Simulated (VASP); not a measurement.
Crystal: ZrSiRu4.

```
Zr Si Ru
1.0
     0.00000    3.44270    3.44270
     3.44270    0.00000    3.44270
     3.44270    3.44270    0.00000
Zr Si Ru
1 1 4
Direct
  0.50000 0.50000 0.50000
  0.25000 0.25000 0.25000
  0.37211 0.87596 0.87596
  0.87596 0.37211 0.87596
  0.87596 0.87596 0.37211
  0.87596 0.87596 0.87596
```

* Program: VASP 6.6.1
* Task: relaxation of cell and atoms
* Functional: PBE
* Potentials or basis: VASP PAW PBE potentials, release 64 (Zr_sv, Si, Ru_pv)
* Cutoff: 600 eV
* k mesh: 4 × 4 × 4
* Occupations: gaussian, width 0.1 eV
* Spin: no spin polarisation

At the start: pressure 42.2 GPa; volume 13.60 Å³/atom.

Problem. Where does the relaxation end?

Solution. Over 7 steps the energy falls by 244.2 meV/atom and the volume is 15.70 Å³/atom (+15.4 %); space group F-43m (No. 216, to 0.05 Å).

The path:
| step | energy change (eV) | largest force (eV/Å) | pressure (GPa) | volume (Å³) |
| --- | --- | --- | --- | --- |
| 1 | 0.0000 | 0.0977 | 42.25 | 81.61 |
| 2 | 3.7343 | 0.0961 | -31.88 | 131.72 |
| 3 | -1.4460 | 0.0878 | -3.57 | 95.85 |
| 4 | -1.4640 | 0.0863 | -0.69 | 94.51 |
| 5 | -1.4646 | 0.0856 | 0.02 | 94.20 |
| 6 | -1.4648 | 0.0670 | 0.05 | 94.20 |
| 7 | -1.4650 | 0.0009 | 0.04 | 94.20 |

Final structure:
```xyz
6
Lattice="0.0000 3.6113 3.6113 3.6113 0.0000 3.6113 3.6113 3.6113 0.0000" Properties=species:S:1:pos:R:3 pbc="T T T"
Zr    3.6113    3.6113    3.6113
Si    1.8057    1.8057    1.8057
Ru    6.3291    4.5050    4.5050
Ru    4.5050    6.3291    4.5050
Ru    4.5050    4.5050    6.3291
Ru    6.3291    6.3291    6.3291
```

Caveat: the k points lie up to 0.38 Å⁻¹ apart in the final cell; the volume moved by over 15 % at a fixed basis, so the end points are rough.
